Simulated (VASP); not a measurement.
# MgS (P1) in VASP: notebook

The runs below take MgS through single point, with PBE-based screened hybrid with 25 % exact exchange.

All numbers are computed with VASP 6.6.1; they aren't measurements. Logs are shortened: lines on timing, memory, paths and dates and some standing lists are left out, and cuts for length are marked.

### 1 The cell of the first run

The typed cell holds 2 atoms: a = 3.698 Å, b = 4.001 Å, c = 4.358 Å, α = 52.95°, β = 65.39°, γ = 58.75°.

### 2 Single point, PBE-based screened hybrid with 25 % exact exchange

POSCAR reads:

```
MgS
1.0
    0.0667560700      2.5184650300      2.7068920500
    3.0521833800      0.1936562600      2.5799918600
    3.3922924900      2.7316739500     -0.1464528500
Mg S
1 1
Direct
    0.9960441600      0.0048933100      0.0057007100
    0.7539558400      0.7451066900      0.7442992900
```

INCAR.step1 reads:

```
ALGO = Normal
EDIFF = 1E-5
ENCUT = 520
GGA = PE
ISIF = 2
ISMEAR = -1
LASPH = T
LREAL = F
LWAVE = T
NBANDS = 11
NELM = 80
PREC = Accurate
SIGMA = 0.05
```

INCAR.step2 reads:

```
AEXX = 0.25
ALGO = Normal
EDIFF = 1E-6
ENCUT = 520
GGA = PE
HFSCREEN = 0.4
ISIF = 2
ISMEAR = -1
ISTART = 1
LASPH = T
LCHARG = T
LELF = T
LHFCALC = T
LREAL = F
LVHAR = T
LWAVE = F
NBANDS = 11
NELM = 80
PREC = Accurate
PRECFOCK = Normal
SIGMA = 0.05
```

KPOINTS reads:

```
k-points
0
Gamma
  5 5 4
```

Potentials or basis: VASP PAW PBE potentials, release 64 (Mg, S).

The run is started by

```sh
$ cat potpaw_PBE.64/Mg/POTCAR potpaw_PBE.64/S/POTCAR > POTCAR
$ cp INCAR.step1 INCAR
$ mpirun -np 1 vasp_std > vasp.out
$ cp INCAR.step2 INCAR
$ mpirun -np 1 vasp_std > vasp.out
```

OUTCAR:

```text
AEXX = 0.25
   EDIFF = 1E-6
   ENCUT = 520
   GGA = PE
   HFSCREEN = 0.4
   ISIF = 2
   ISMEAR = -1
   ISTART = 1
   LASPH = T
   LHFCALC = T
   LREAL = F
   NELM = 80
   PREC = Accurate
   PRECFOCK = Normal

 ion  position               nearest neighbor table
   1  0.996  0.005  0.006-   2 2.21   2 2.45   2 2.53   2 2.60
   2  0.754  0.745  0.744-   1 2.21   1 2.45   1 2.53   1 2.60

  LATTYP: Found a triclinic cell.
 ALAT       =     6.1157518974
 B/A-ratio  =     0.6116035524
 C/A-ratio  =     1.5641480424
 COS(alpha) =     0.0165456949
 COS(beta)  =     0.5650085832
 COS(gamma) =     0.8100279624

  Lattice vectors:

 A1 = (  -2.6453182000,   4.8628264600,  -2.5995445200)
 A2 = (   0.3401091100,   2.5380176900,  -2.7264447100)
 A3 = (  -9.3631471100,   1.9179435900,   0.4002532300)

Analysis of symmetry for initial positions (statically):
=====================================================================
 Subroutine PRICEL returns:
 Original cell was already a primitive cell.

 Routine SETGRP: Setting up the symmetry group for a
 triclinic supercell.

 Subroutine GETGRP returns: Found  1 space group operations
 (whereof  1 operations were pure point group operations)
 out of a pool of  2 trial point group operations.

The static configuration has the point symmetry C_1 .

Analysis of symmetry for dynamics (positions and initial velocities):
=====================================================================
 Subroutine PRICEL returns:
 Original cell was already a primitive cell.

 Routine SETGRP: Setting up the symmetry group for a
 triclinic supercell.

 Subroutine GETGRP returns: Found  1 space group operations
 (whereof  1 operations were pure point group operations)
 out of a pool of  2 trial point group operations.

The dynamic configuration has the point symmetry C_1 .

 Subroutine INISYM returns: Found  1 space group operations
 (whereof  1 operations are pure point group operations),
 and found     1 'primitive' translations

----------------------------------------------------------------------------------------

                                     Primitive cell

  volume of cell :      43.4859

  direct lattice vectors                    reciprocal lattice vectors
     0.066756070  2.518465030  2.706892050    -0.162720929  0.211542094  0.176623683
     3.052183380  0.193656260  2.579991860     0.178522041 -0.211387060  0.192269762
     3.392292490  2.731673950 -0.146452850     0.137364512  0.186030643 -0.176468649

  length of vectors
     3.697889540  4.001210333  4.357882438     0.320037629  0.336930660  0.290891034

  position of ions in fractional coordinates (direct lattice)
     0.996044160  0.004893310  0.005700710
     0.753955840  0.745106690  0.744299290

  ion indices of the primitive-cell ions
   primitive index   ion index
                 1           1
                 2           2

----------------------------------------------------------------------------------------

 KPOINTS: k-points

Automatic generation of k-mesh.
 Grid dimensions read from file:
 generate k-points for:    5    5    4

 Generating k-lattice:

  Cartesian coordinates                     Fractional coordinates (reciprocal lattice)
    -0.032544186  0.042308419  0.035324737     0.200000000  0.000000000 -0.000000000
     0.035704408 -0.042277412  0.038453952     0.000000000  0.200000000 -0.000000000
     0.034341128  0.046507661 -0.044117162     0.000000000  0.000000000  0.250000000

  Length of vectors
     0.064007526  0.067386132  0.072722758

  Shift w.r.t. Gamma in fractional coordinates (k-lattice)
     0.000000000  0.000000000  0.000000000

 Subroutine IBZKPT returns following result:
 ===========================================

 Found     51 irreducible k-points:

 Following reciprocal coordinates:
            Coordinates               Weight
  0.000000  0.000000  0.000000      1.000000
  0.200000 -0.000000  0.000000      2.000000
  0.400000  0.000000  0.000000      2.000000
  0.000000  0.200000 -0.000000      2.000000
  0.200000  0.200000 -0.000000      2.000000
  0.400000  0.200000  0.000000      2.000000
[... 16 lines left out ...]
 -0.200000  0.200000  0.250000      2.000000
 -0.000000  0.400000  0.250000      2.000000
 [... further k-points ...]
   k-points           NKPTS =     51   k-points in BZ     NKDIM =    100   number of bands    NBANDS=     11
   number of dos      NEDOS =    301   number of ions     NIONS =      2
   total plane-waves  NPLWV =  26880
   dimension x,y,z NGX =    28 NGY =   30 NGZ =   32
   dimension x,y,z NGXF=    56 NGYF=   60 NGZF=   64
   ions per type =               1   1
   NGX,Y,Z   is equivalent  to a cutoff of  12.59, 12.46, 12.21 a.u.
   NGXF,Y,Z  is equivalent  to a cutoff of  25.18, 24.93, 24.41 a.u.
 SYSTEM =  unknown system
   PREC   = accura    normal or accurate (medium, high low for compatibility)
   ISTART =      1    job   : 0-new  1-cont  2-samecut
   ICHARG =      0    charge: 1-file 2-atom 10-const
   ISPIN  =      1    spin polarized calculation?
   LNONCOLLINEAR =      F non collinear calculations
   LSORBIT =      F    spin-orbit coupling
   LASPH  =      T    aspherical Exc in radial PAW
   ENCUT  =  520.0 eV  38.22 Ry    6.18 a.u.   6.88  7.44  8.10*2*pi/ulx,y,z
   NELM   =     80;   NELMIN=  2; NELMDL=  0     # of ELM steps
   EDIFF  = 0.1E-05   stopping-criterion for ELM
   LREAL  =      F    real-space projection
   EDIFFG = 0.1E-04   stopping-criterion for IOM
   NSW    =      0    number of steps for IOM
   IBRION =     -1    ionic relax: 0-MD 1-quasi-New 2-CG
   NFREE  =      0    steps in history (QN), initial steepest desc. (CG)
   ISIF   =      2    stress and relaxation
   ISYM   =      3    0-nonsym 1-usesym 2-fastsym
   POTIM  = 0.5000    time-step for ionic-motion
   TEBEG  =    0.0;   TEEND  =   0.0 temperature during run
   PSTRESS=    0.0 pullay stress
   NELECT =       8.0000    total number of electrons
   NUPDOWN=      -1.0000    fix difference up-down
   EMIN   =  10.00;   EMAX   =-10.00  energy-range for DOS
   EFERMI =   0.00;   METHOD = LEGACY
   ISMEAR =    -1;   SIGMA  =   0.05  broadening in eV -4-tet -1-fermi 0-gaus
   EFERMI_NEDOS =   21; number of points for ismear=-14 and -15
   IALGO  =     38    algorithm
   IMIX   =      1    mixing-type and parameters
     AMIX     =   0.40;   BMIX     =  1.00
     AMIX_MAG =   1.60;   BMIX_MAG =  1.00
  volume/ion in A,a.u.               =      21.74       146.73
  Fermi-wavevector in a.u.,A,eV,Ry     =   0.931084  1.759494 11.795126  0.866917
  Thomas-Fermi vector in A             =   2.057540
   LORBIT       =      0    0 simple, 1 ext, 2 COOP (PROOUT), +10 PAW based schemes
   GGA     = PE    functional components
   LHFCALC =     T    Hartree Fock is set to
   PRECFOCK=normal    Normal, Fast or Accurate (Low or Medium for compatibility)
   ENCUT4O =  -1.0   cutoff for four orbital integrals eV
   NKREDX  =     1    reduce k-point grid by
   NKREDY  =     1    reduce k-point grid by
   NKREDZ  =     1    reduce k-point grid by
   AEXX    =    0.2500 exact exchange contribution
   HFSCREEN=    0.4000 screening length (either q_TF or 0.3 A-1)
   HFSCREENC=   0.4000 screening length for correlation (either q_TF or 0.3 A-1)
   ENCUTFOCK=  -1.0 apply spherical cutoff to Coloumb kernel
   IVDW    =     0    specifies the selected vdW correction
   LEPSILON=     F    determine dielectric tensor
   LRPA    =     F    only Hartree local field effects (RPA)
 non-spin polarized calculation
  energy-cutoff  :      520.00
  volume of cell :       43.49
 maximum number of plane-waves:      1188
  NGX = 24; NGY = 24; NGZ = 28

 number of electron       8.0000000 magnetization

 Free energy of the ion-electron system (eV)
  ---------------------------------------------------
  ext. energy  EPLUGINS =         0.00000000
  ---------------------------------------------------
  free energy    TOTEN  =        -9.04098518 eV

  energy without entropy =       -9.04098518  energy(sigma->0) =       -9.04098518

 E-fermi :   2.5406     XC(G=0):  -7.4381

 val. band max:        1.4571659484   @ k =  -0.0000   0.0000   0.5000
 cond. band min:       4.8350514438   @ k =   0.0000   0.0000   0.0000
 fundamental gap:      3.3778854954
 Fermi energy:         2.5406403323

 k-point     1 :       0.0000    0.0000    0.0000
  band No.  band energies     occupation
      1     -11.4974      2.00000
      2       0.5228      2.00000
      3       1.0317      2.00000
      4       1.3689      2.00000
      5       4.8351      0.00000
      6       8.8452      0.00000
      7       9.9536      0.00000
      8      10.8488      0.00000
      9      11.6254      0.00000
     10      13.4477      0.00000
     11      14.4703      0.00000

 k-point     2 :       0.2000   -0.0000    0.0000
  band No.  band energies     occupation
      1     -11.2176      2.00000
      2      -0.4577      2.00000
      3       0.5053      2.00000
      4       1.0077      2.00000
      5       6.0181      0.00000
      6       8.6417      0.00000
      7       9.9747      0.00000
      8      11.0761      0.00000
      9      11.6556      0.00000
     10      12.9480      0.00000
     11      15.3995      0.00000

 k-point     3 :       0.4000    0.0000    0.0000
  band No.  band energies     occupation
      1     -10.6871      2.00000
      2      -2.1959      2.00000
      3       0.0318      2.00000
      4       1.0737      2.00000
      5       6.1473      0.00000
      6       8.7941      0.00000
      7      10.2234      0.00000
      8      11.0177      0.00000
      9      12.5298      0.00000
     10      14.5854      0.00000
     11      15.4939      0.00000

 k-point     4 :       0.0000    0.2000   -0.0000
  band No.  band energies     occupation
      1     -11.1829      2.00000
      2      -0.5138      2.00000
      3       0.1965      2.00000
      4       1.2561      2.00000
      5       5.9880      0.00000
      6       8.9832      0.00000
      7      10.4162      0.00000
      8      10.5658      0.00000
      9      10.8913      0.00000
     10      12.7703      0.00000
     11      15.1704      0.00000

 k-point     5 :       0.2000    0.2000   -0.0000
  band No.  band energies     occupation
      1     -11.1364      2.00000
      2      -0.3852      2.00000
      3       0.1206      2.00000
      4       0.7691      2.00000
      5       6.4084      0.00000
      6       8.8191      0.00000
      7       9.9339      0.00000
      8      10.6501      0.00000
      9      11.8406      0.00000
     10      12.3151      0.00000
     11      15.6758      0.00000
[... 211 lines left out ...]
 k-point    21 :       0.4000    0.2000    0.2500
  band No.  band energies     occupation
      1     -10.8332      2.00000
      2      -1.5218      2.00000
      3      -0.3792      2.00000
      4       1.0109      2.00000
      5       7.3949      0.00000
      6       8.2848      0.00000
      7       9.5491      0.00000
      8      11.3629      0.00000
      9      12.0069      0.00000
     10      14.3661      0.00000
     11      16.0379      0.00000

 k-point    22 :      -0.4000    0.2000    0.2500
  band No.  band energies     occupation
      1     -10.5225      2.00000
      2      -2.1051      2.00000
      3      -1.0220      2.00000
      4       0.9000      2.00000
      5       7.7813      0.00000
      6       8.3920      0.00000
      7       9.5560      0.00000
      8      11.5851      0.00000
      9      13.3427      0.00000
     10      15.2396      0.00000
     11      15.7800      0.00000

 k-point    23 :      -0.2000    0.2000    0.2500
  band No.  band energies     occupation
      1     -10.7714      2.00000
      2      -1.9790      2.00000
      3       0.0246      2.00000
      4       0.6237      2.00000
      5       7.2796      0.00000
      6       8.2994      0.00000
      7       9.9135      0.00000
      8      11.7274      0.00000
      9      13.3485      0.00000
     10      13.9634      0.00000
     11      16.2486      0.00000

 k-point    24 :      -0.0000    0.4000    0.2500
  band No.  band energies     occupation
      1     -10.7595      2.00000
      2      -2.1794      2.00000
      3       0.2482      2.00000
      4       0.8051      2.00000
      5       6.8350      0.00000
      6       8.0547      0.00000
      7       9.1746      0.00000
      8      12.0625      0.00000
      9      13.5070      0.00000
     10      14.9910      0.00000
     11      16.3543      0.00000

 [... further k-points ...]

------------------------ aborting loop because EDIFF is reached ----------------------------------------

  FORCE on cell =-STRESS in cart. coord.  units (eV):
  Direction    XX          YY          ZZ          XY          YZ          ZX
  --------------------------------------------------------------------------------------
  -------------------------------------------------------------------------------------
  Total       -0.1210889      1.4866294      1.7037276     -2.3253527     -0.7725304      1.7035895
  in kB       -4.4613584     54.7728502     62.7715386    -85.6744742    -28.4628379     62.7664495
  external PRESSURE =      37.6943435 kB  Pullay stress =       0.0000000 kB

 VOLUME and BASIS-vectors are now :
 -----------------------------------------------------------------------------
  energy-cutoff  :      520.00
  volume of cell :       43.49
      direct lattice vectors                 reciprocal lattice vectors
     0.066756070  2.518465030  2.706892050    -0.162720929  0.211542094  0.176623683
     3.052183380  0.193656260  2.579991860     0.178522041 -0.211387060  0.192269762
     3.392292490  2.731673950 -0.146452850     0.137364512  0.186030643 -0.176468649

 POSITION                                       TOTAL-FORCE (eV/Angst)
 -----------------------------------------------------------------------------------
      0.10077      2.52502      2.70797        -0.991073      0.853366     -1.188943
      4.84941      4.07629      3.85424         0.991073     -0.853366      1.188943
 -----------------------------------------------------------------------------------
    total drift:                               -0.000051      0.000064      0.000089

  FREE ENERGIE OF THE ION-ELECTRON SYSTEM (eV)
  ---------------------------------------------------
  free  energy   TOTEN  =        -9.0409851764 eV

  energy  without entropy=       -9.0409851763  energy(sigma->0) =       -9.04098518
```

Run time: 9.4 min. Hardware: 1 thread of Intel Xeon 6975P-C (Granite Rapids), shared host; peak memory 0.3 GiB.

Results:

* Free energy: -9.0410 eV
* Pressure: 3.8 GPa
* Largest force: 1.767 eV/Å
* Band gap on the k mesh: 3.38 eV (least direct gap 3.47 eV)

Forces in eV/Å, atoms in the order of the input:
```
Mg  -0.991  0.853 -1.189
S    0.991 -0.853  1.189
```

Caveat: the k points lie up to 0.42 Å⁻¹ apart; the PAW data sets were made with another functional, which shifts forces and pressure a little.

(Continued in part 2 of 2.)
